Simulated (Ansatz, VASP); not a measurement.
# One calculation of Si2Mo, two programs

```
CELL_PARAMETERS angstrom
-1.62106 1.62106 3.98222
1.62106 -1.62106 3.98222
1.62106 1.62106 -3.98222
ATOMIC_POSITIONS crystal
Mo 0.00000 0.00000 0.00000
Si 0.66700 0.66700 0.00000
Si 0.33300 0.33300 0.00000
```

Alike in both runs: task single point; functional LDA; k mesh 12 × 12 × 12; occupations fermi-dirac, width 0.05 eV; no spin polarisation.

|  | VASP | Ansatz |
| --- | --- | --- |
| version | VASP 6.6.1 | Ansatz 0.2.0 |
| potentials or method | VASP PAW LDA potentials, release 64 (Mo_sv, Si) | Ansatz PAW |
| plane-wave cutoff (eV) | 520 | 420 |
| valence electrons in the cell | 22 | 22 |

Ansatz gave:

```
gap on the k mesh at the Fermi level (eV)                     : none
pressure (GPa)                                                : -13.4
traceless stress, the component that is largest in VASP (GPa) : -1.85
rms of the force components (eV/Å)                            : 0.203
```

Question: Which values does VASP return?

Answer: gap on the k mesh at the Fermi level (eV): none; pressure (GPa): -12.8; traceless stress, the component that is largest in VASP (GPa): -1.81; rms of the force components (eV/Å): 0.199.

LDA's correlation is that of Perdew and Zunger in VASP and of Perdew and Wang (1992) in Ansatz. Atom by atom the forces differ by 0.005 eV/Å (rms over components). A gap of «none» marks a metal or a gap that the smearing closes.
